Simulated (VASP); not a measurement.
Wanted: the native input for a VASP 6.6.1 run.

```
Task                   : single point
Functional             : LDA
Potentials or basis    : VASP PAW LDA potentials, release 64 (Zn, S)
Cutoff                 : 520 eV
k mesh                 : 12 × 12 × 4
Occupations            : gaussian, width 0.01 eV
Spin                   : no spin polarisation
Dipole correction      : no
Further INCAR settings : ALGO = Normal; EDIFF = 1e-06; NBANDS = 26
```

The structure of ZnS lies in POSCAR:

```
ZnS
1.0
    3.8054755645      0.0000000000      0.0000000000
   -1.9027377822      3.2956385124      0.0000000000
    0.0000000000      0.0000000000      6.2440483056
Zn S
2 2
Direct
    0.3333333333      0.6666666667      0.0003405378
    0.6666666667      0.3333333333      0.5003405378
    0.3333333333      0.6666666667      0.3746594622
    0.6666666667      0.3333333333      0.8746594622
```

These files were run (other wordings do the same):

INCAR

```
  ALGO = Normal
  EDIFF = 1E-6
  ENCUT = 520
  GGA = CA
  ISIF = 2
  ISMEAR = 0
  LASPH = True
  LCHARG = False
  LREAL = False
  LWAVE = False
  NBANDS = 26
  NELM = 60
  PREC = Accurate
  SIGMA = 0.01
```

KPOINTS

```
k-points
0
Gamma
  12 12 4
```

Potentials or basis: VASP PAW LDA potentials, release 64 (Zn, S).

Launch:

```sh
$ cat potpaw_LDA.64/Zn/POTCAR potpaw_LDA.64/S/POTCAR > POTCAR
$ mpirun -np 1 vasp_std > vasp.out
```

Results of the run:

- Pressure: -3.8 GPa
- Largest force: 0.003 eV/Å
- Band gap on the k mesh: 1.99 eV, direct

Wall time 47 s on 1 thread of Intel(R) Xeon(R) Platinum 8488C (Sapphire Rapids) (shared host), peak memory 0.21 GiB.
